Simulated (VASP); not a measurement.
Here is a VASP 6.6.1 calculation.

INCAR

```
  PREC = Accurate
  ENCUT = 520
  EDIFF = 1E-7
  ISMEAR = 0
  SIGMA = 0.1
  LREAL = F
  LASPH = T
  NELM = 60
  ALGO = Fast
  ISIF = 2
  LWAVE = F
  LCHARG = T
  GGA = PS
  LELF = T
  LVHAR = T
  NBANDS = 11
```

Contents of KPOINTS:

```
regular mesh
0
Gamma
  22 22 22
```

File POSCAR:

```
Pd
1.0
    2.5657792417      0.0000000000      0.0000000000
    0.0000000000      2.5657792417      0.0000000000
    0.0000000000      0.0000000000      2.5657792417
Pd
1
Direct
    0.0000000000      0.0000000000      0.0000000000
```

Potentials or basis: VASP PAW PBE potentials, release 64 (Pd).

Command:

```console
$ cat potpaw_PBE.64/Pd/POTCAR > POTCAR
$ mpirun -np 1 vasp_std > vasp.out
```

**Question.** Estimate the band gap on the k mesh.

**Answer.** Zero (band 5 reaches 9.12 eV, above the bottom of band 6 at 7.13 eV).

**Question.** Estimate the pressure.

**Answer.** -0.4 GPa.

Caveat: the PAW data sets were made with another functional, which shifts forces and pressure a little.
